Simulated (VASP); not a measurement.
# Ge (Pm) in VASP: single point with LDA

Aim: the single point of Ge with LDA.

All numbers are computed with VASP 6.6.1; they aren't measurements. Logs are shortened: lines on timing, memory, paths and dates and some standing lists are left out, and cuts for length are marked.

## 1. The cell of the first run

The structure is monoclinic, space group Pm (No. 6). The conventional cell has a = 6.929 Å, b = 4.001 Å, c = 6.929 Å, α = 90.00°, β = 109.47°, γ = 90.00°. Ge (site symmetry m) has 2 Ge at 2.49 to 2.65 Å within 3.3 Å. Ge (site symmetry m) has 4 Ge at 2.45 to 2.49 Å within 3.2 Å. Within 3.2 Å of Ge (site symmetry m) lie 3 Ge at 2.45 to 2.50 Å. Within 3.3 Å of Ge (site symmetry m) lie 4 Ge at 2.47 to 2.65 Å. Ge (site symmetry m) has 5 Ge at 2.57 to 3.45 Å within 3.5 Å. Within 3.3 Å of Ge (site symmetry m) lie 4 Ge at 2.48 to 2.57 Å. Within 3.2 Å of Ge (site symmetry m) lie 4 Ge at 2.45 to 2.48 Å.

## 2. Single point, LDA

Contents of INCAR:

```
PREC = Accurate
ENCUT = 520
EDIFF = 1E-6
ISMEAR = -1
SIGMA = 0.05
LREAL = False
LASPH = True
NELM = 100
ALGO = Normal
ISIF = 2
LWAVE = False
LCHARG = False
GGA = CA
NBANDS = 58
```

Contents of KPOINTS:

```
regular mesh
0
Gamma
  4 4 4
```

Contents of POSCAR:

```
Ge
1.0
    0.0000000000      5.6578200000      5.6578200000
    5.6578200000      0.0000000000      5.6578200000
    2.8289100000      2.8289100000      0.0000000000
Ge
7
Direct
    0.1127041864      0.1141303541      0.2731652827
   -0.0070383999      0.4956921570      0.0113464196
    0.1299824844      0.6086684447      0.2613492476
    0.5159540247      0.0185124306     -0.0344666320
    0.7107854262      0.1022142804      0.1870002934
    0.5129220265      0.4883892559     -0.0013112824
    0.6184402296      0.6411429667      0.2404168036
```

Potentials or basis: VASP PAW LDA potentials, release 64 (Ge_d).

Command:

```sh
$ cat potpaw_LDA.64/Ge_d/POTCAR > POTCAR
$ mpirun -np 1 vasp_std > vasp.out
```

OUTCAR:

```text
PREC = Accurate
   ENCUT = 520
   EDIFF = 1E-6
   ISMEAR = -1
   LREAL = False
   LASPH = True
   NELM = 100
   ISIF = 2
   GGA = CA

 ion  position               nearest neighbor table
   1  0.113  0.114  0.273-   2 2.49   4 2.65
   2  0.993  0.496  0.011-   7 2.45   3 2.45   3 2.45   1 2.49
   3  0.130  0.609  0.261-   2 2.45   2 2.45   6 2.50
   4  0.516  0.019  0.966-   7 2.47   5 2.59   5 2.59   1 2.65
   5  0.711  0.102  0.187-   6 2.57   4 2.59   4 2.59
   6  0.513  0.488  0.999-   7 2.48   7 2.48   3 2.50   5 2.57
   7  0.618  0.641  0.240-   2 2.45   4 2.47   6 2.48   6 2.48

  LATTYP: Found a base centered orthorhombic cell.
 ALAT       =     8.0013657775
 B/A-ratio  =     1.4142135624
 C/A-ratio  =     0.5000000000

  Lattice vectors:

 A1 = (  -2.8289100000,   2.8289100000,  -5.6578200000)
 A2 = (  -2.8289100000,   2.8289100000,   5.6578200000)
 A3 = (   2.8289100000,   2.8289100000,   0.0000000000)

Analysis of symmetry for initial positions (statically):
=====================================================================
 Subroutine PRICEL returns:
 Original cell was already a primitive cell.

 Routine SETGRP: Setting up the symmetry group for a
 base centered orthorhombic supercell.

 Subroutine GETGRP returns: Found  2 space group operations
 (whereof  2 operations were pure point group operations)
 out of a pool of  8 trial point group operations.

The static configuration has the point symmetry C_1h.

Analysis of symmetry for dynamics (positions and initial velocities):
=====================================================================
 Subroutine PRICEL returns:
 Original cell was already a primitive cell.

 Routine SETGRP: Setting up the symmetry group for a
 base centered orthorhombic supercell.

 Subroutine GETGRP returns: Found  2 space group operations
 (whereof  2 operations were pure point group operations)
 out of a pool of  8 trial point group operations.

The dynamic configuration has the point symmetry C_1h.

 Subroutine INISYM returns: Found  2 space group operations
 (whereof  2 operations are pure point group operations),
 and found     1 'primitive' translations

[... 102 lines left out ...]
   ENCUT  =  520.0 eV  38.22 Ry    6.18 a.u.  14.88 14.88  7.44*2*pi/ulx,y,z
   NELM   =    100;   NELMIN=  2; NELMDL= -5     # of ELM steps
   EDIFF  = 0.1E-05   stopping-criterion for ELM
   LREAL  =      F    real-space projection
   EDIFFG = 0.1E-04   stopping-criterion for IOM
   NSW    =      0    number of steps for IOM
   IBRION =     -1    ionic relax: 0-MD 1-quasi-New 2-CG
   NFREE  =      0    steps in history (QN), initial steepest desc. (CG)
   ISIF   =      2    stress and relaxation
   ISYM   =      2    0-nonsym 1-usesym 2-fastsym
   POTIM  = 0.5000    time-step for ionic-motion
   TEBEG  =    0.0;   TEEND  =   0.0 temperature during run
   PSTRESS=    0.0 pullay stress
   NELECT =      98.0000    total number of electrons
   NUPDOWN=      -1.0000    fix difference up-down
   EMIN   =  10.00;   EMAX   =-10.00  energy-range for DOS
   EFERMI =   0.00;   METHOD = LEGACY
   ISMEAR =    -1;   SIGMA  =   0.05  broadening in eV -4-tet -1-fermi 0-gaus
   EFERMI_NEDOS =   21; number of points for ismear=-14 and -15
   IALGO  =     38    algorithm
   IMIX   =      4    mixing-type and parameters
     AMIX     =   0.40;   BMIX     =  1.00
     AMIX_MAG =   1.60;   BMIX_MAG =  1.00
  volume/ion in A,a.u.               =      25.87       174.60
  Fermi-wavevector in a.u.,A,eV,Ry     =   1.334037  2.520964 24.213656  1.779654
  Thomas-Fermi vector in A             =   2.462849
   LORBIT       =      0    0 simple, 1 ext, 2 COOP (PROOUT), +10 PAW based schemes
   GGA     = CA    functional components
   LHFCALC =     F    Hartree Fock is set to
   AEXX    =    0.0000 exact exchange contribution
   IVDW    =     0    specifies the selected vdW correction
   LEPSILON=     F    determine dielectric tensor
   LRPA    =     F    only Hartree local field effects (RPA)
 non-spin polarized calculation
  energy-cutoff  :      520.00
  volume of cell :      181.11
 maximum number of plane-waves:      4920
   NGX = 29   NGY = 29   NGZ = 15

 number of electron      97.9999991 magnetization

 Free energy of the ion-electron system (eV)
  ---------------------------------------------------
  ext. energy  EPLUGINS =         0.00000000
  ---------------------------------------------------
  free energy    TOTEN  =       -33.76750652 eV

  energy without entropy =      -33.74647544  energy(sigma->0) =      -33.75699098

 E-fermi :   3.1520     XC(G=0):  -9.7309

 val. band max:        3.1365470145   @ k =   0.0000   0.0000   0.0000
 cond. band min:       3.1622236315   @ k =   0.2500   0.2500   0.0000
 fundamental gap:      0.0256766170
 Fermi energy:         3.1520414695

 k-point     1 :       0.0000    0.0000    0.0000
  band No.  band energies     occupation
      1     -21.5626      2.00000
      2     -21.5273      2.00000
      3     -21.5214      2.00000
      4     -21.4994      2.00000
      5     -21.4741      2.00000
      6     -21.4741      2.00000
[... 1453 lines left out ...]
     57       7.8164      0.00000
     58       8.1594      0.00000

 [... further k-points ...]

------------------------ aborting loop because EDIFF is reached ----------------------------------------

  FORCE on cell =-STRESS in cart. coord.  units (eV):
  Direction    XX          YY          ZZ          XY          YZ          ZX
  --------------------------------------------------------------------------------------
  -------------------------------------------------------------------------------------
  Total       -5.2914342     -5.2914342     -6.8293254      1.2657379     -0.8005403      0.8005404
  in kB      -46.8097805    -46.8097805    -60.4144756     11.1971371     -7.0818450      7.0818458
  external PRESSURE =     -51.3446789 kB  Pullay stress =       0.0000000 kB

 VOLUME and BASIS-vectors are now :
 -----------------------------------------------------------------------------
  energy-cutoff  :      520.00
  volume of cell :      181.11
      direct lattice vectors                 reciprocal lattice vectors
     0.000000000  5.657820000  5.657820000    -0.088373260  0.088373260  0.088373260
     5.657820000  0.000000000  5.657820000     0.088373260 -0.088373260  0.088373260
     2.828910000  2.828910000  0.000000000     0.176746521  0.176746521 -0.176746521

 POSITION                                       TOTAL-FORCE (eV/Angst)
 -----------------------------------------------------------------------------------
      1.41849      1.41042      1.28339        -0.053437      0.053437      0.108775
      2.83663      5.65010      8.42253        -0.010623      0.010623      0.047431
      4.18307      1.47475      4.17915        -0.143056      0.143056     -0.021428
      2.83615      5.65058      3.02392        -0.014287      0.014287      0.014159
      1.10732      4.55050      4.59981         0.274403     -0.274403     -0.232051
      5.58842      5.72722      5.66524        -0.046020      0.046020      0.059476
      4.30759      4.17914      7.12649        -0.006980      0.006980      0.023636
 -----------------------------------------------------------------------------------
    total drift:                                0.001074     -0.000775     -0.001269

  FREE ENERGIE OF THE ION-ELECTRON SYSTEM (eV)
  ---------------------------------------------------
  free  energy   TOTEN  =       -33.7675065209 eV

  energy  without entropy=      -33.7464754360  energy(sigma->0) =      -33.75699098
```

OSZICAR:

```text
N       E                     dE             d eps       ncg     rms          rms(c)
DAV:   1     0.112754170357E+04    0.11275E+04   -0.47304E+04  4114   0.441E+03
DAV:   2     0.184742163895E+03   -0.94280E+03   -0.91710E+03  3480   0.106E+03
DAV:   3    -0.160695148425E+02   -0.20081E+03   -0.19509E+03  3628   0.256E+02
DAV:   4    -0.337603767179E+02   -0.17691E+02   -0.17328E+02  4048   0.851E+01
DAV:   5    -0.343400329795E+02   -0.57966E+00   -0.57700E+00  3864   0.166E+01    0.530E+00
DAV:   6    -0.338684505200E+02    0.47158E+00   -0.58751E-01  5254   0.187E+01    0.287E+00
DAV:   7    -0.337707333671E+02    0.97717E-01   -0.41087E-01  4592   0.114E+01    0.831E-01
DAV:   8    -0.337657057294E+02    0.50276E-02   -0.10475E-01  4368   0.631E+00    0.365E-01
DAV:   9    -0.337671458456E+02   -0.14401E-02   -0.32971E-02  3910   0.262E+00    0.160E-01
DAV:  10    -0.337673261118E+02   -0.18027E-03   -0.70044E-03  4248   0.225E+00    0.788E-02
DAV:  11    -0.337674650212E+02   -0.13891E-03   -0.17961E-03  3982   0.648E-01    0.231E-02
DAV:  12    -0.337675039069E+02   -0.38886E-04   -0.57953E-04  3830   0.313E-01    0.148E-02
DAV:  13    -0.337675018281E+02    0.20788E-05   -0.84404E-05  4256   0.293E-01    0.751E-03
DAV:  14    -0.337675061853E+02   -0.43571E-05   -0.48308E-05  4550   0.855E-02    0.312E-03
DAV:  15    -0.337675065209E+02   -0.33563E-06   -0.63585E-06  3178   0.442E-02
   1 F= -.33767507E+02 E0= -.33756991E+02  d E =-.210311E-01
```

stdout:

```text
POSCAR found type information on POSCAR Ge
 POSCAR found :  1 types and       7 ions
 scaLAPACK will be used
 LDA part: xc-table for (Slater(with rela. corr.)+CA(PZ))
 , standard interpolation
 POSCAR, INCAR and KPOINTS ok, starting setup
 FFT: planning ... GRIDC
 FFT: planning ... GRID_SOFT
 FFT: planning ... GRID
 WAVECAR not read
 entering main loop
```

Run time: 10 min. Hardware: 1 thread of Oxide Virtual Turin-like, shared host; peak memory 0.34 GiB.

What came out:

| Property | Result |
| --- | --- |
| Free energy | -33.7675 eV |
| Pressure | -5.1 GPa |
| Largest force | 0.452 eV/Å |
| Band gap on the k mesh | zero (bands 49 and 50 overlap by 1.43 eV) |

Forces on the atoms (eV/Å):
```
Ge  -0.053  0.053  0.109
Ge  -0.011  0.011  0.047
Ge  -0.143  0.143 -0.021
Ge  -0.014  0.014  0.014
Ge   0.274 -0.274 -0.232
Ge  -0.046  0.046  0.059
Ge  -0.007  0.007  0.024
```

Levels at points of the mesh, in eV from the Fermi level:
```csv
k point,band 46,band 47,band 48,band 49,band 50,band 51,band 52,band 53
"(0.00, 0.00, 0.00)",-0.47,-0.02,0.22,0.59,0.72,1.19,1.27,2.05
"(0.50, 0.00, 0.00)",-1.47,-1.25,0.02,0.20,1.25,1.38,1.80,1.97
"(0.00, 0.50, 0.00)",-0.91,-0.67,-0.22,-0.18,1.00,1.13,1.98,2.05
"(0.50, 0.50, 0.00)",-1.19,-1.09,-1.04,-0.45,0.35,1.69,1.84,2.00
"(0.00, 0.00, 0.50)",-1.84,-1.36,-0.51,-0.16,0.66,0.74,0.93,1.23
"(0.50, 0.00, 0.50)",-1.66,-1.64,-1.42,-1.13,-0.84,0.71,1.83,2.54
"(0.00, 0.50, 0.50)",-2.04,-1.74,-1.70,-0.79,-0.57,0.90,1.49,1.80
"(0.50, 0.50, 0.50)",-2.58,-1.98,-1.61,-1.05,-0.63,0.98,2.69,3.19
```

Caveat: the k points lie up to 0.39 Å⁻¹ apart, too coarse for converged energies and pressures of a metal.

The gap in the log of VASP goes by the Fermi energy; the results here count the filled bands.